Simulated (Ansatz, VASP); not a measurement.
## Two plane-wave programs on GaP

```
Ga P
1.0
     1.86529    1.07693    6.94527
    -1.86529    1.07693    6.94527
     0.00000   -2.15386    6.94527
Ga P
2 2
Direct
  0.43537 0.43537 0.43537
  0.56463 0.56463 0.56463
  0.05739 0.05739 0.05739
  0.94261 0.94261 0.94261
```

Change from the starting cell: strain -0.040 along x and y, +0.080 along z, atoms carried along.

Alike in both runs: task single point; functional LDA; k mesh 12 × 12 × 12; occupations gaussian, width 0.05 eV; no spin polarisation.

|  | VASP | Ansatz |
| --- | --- | --- |
| version | VASP 6.6.1 | Ansatz 0.2.0 |
| potentials or method | VASP PAW LDA potentials, release 64 (Ga_d, P), cutoff 520 eV | scalar-relativistic, plane waves, PAW |
| valence electrons in the cell | 36 | 36 |

|  | VASP | Ansatz | Ansatz less VASP |
| --- | --- | --- | --- |
| gap on the k mesh at the Fermi level (eV) | none | none | - |
| pressure (GPa) | -3.7 | -3.8 | -0.14 |
| traceless stress, the component that is largest in VASP (GPa) | -11.88 | -11.82 | +0.061 |
| rms of the force components (eV/Å) | 0.300 | 0.290 | -0.0097 |

LDA's correlation is that of Perdew and Zunger in VASP and of Perdew and Wang (1992) in Ansatz. Atom by atom the forces differ by 0.010 eV/Å (rms over components). A gap of «none» marks a metal or a gap that the smearing closes.
